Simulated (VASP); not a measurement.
CdSe:

```xyz
2
Lattice="0.0000 3.0527 3.0527 3.0527 0.0000 3.0527 3.0527 3.0527 0.0000" Properties=species:S:1:pos:R:3 pbc="T T T"
Cd    0.0000    0.0000    0.0000
Se    1.5264    1.5264    1.5264
```

This cell differs from its parent crystal: strain -0.5%.

Base run:

* Program: VASP 6.6.1
* Functional: r2SCAN
* Potentials or basis: VASP PAW PBE potentials, release 64 (Cd, Se)
* Cutoff: 520 eV
* k mesh: 8 × 8 × 8
* Occupations: gaussian, width 0.01 eV
* Spin: no spin polarisation

Its results: band gap on the k mesh 1.06 eV, direct; pressure 1.0 GPa.

Question: The run is repeated on the same cell with these changes: functional from r2SCAN to PBE; occupations from gaussian, width 0.01 eV to fermi-dirac, width 0.02 eV. What comes out?

Answer: Band gap on the k mesh 0.59 eV, direct; pressure 2.5 GPa.

Caveats: the PAW data sets were made with another functional, which shifts forces and pressure a little (some runs).

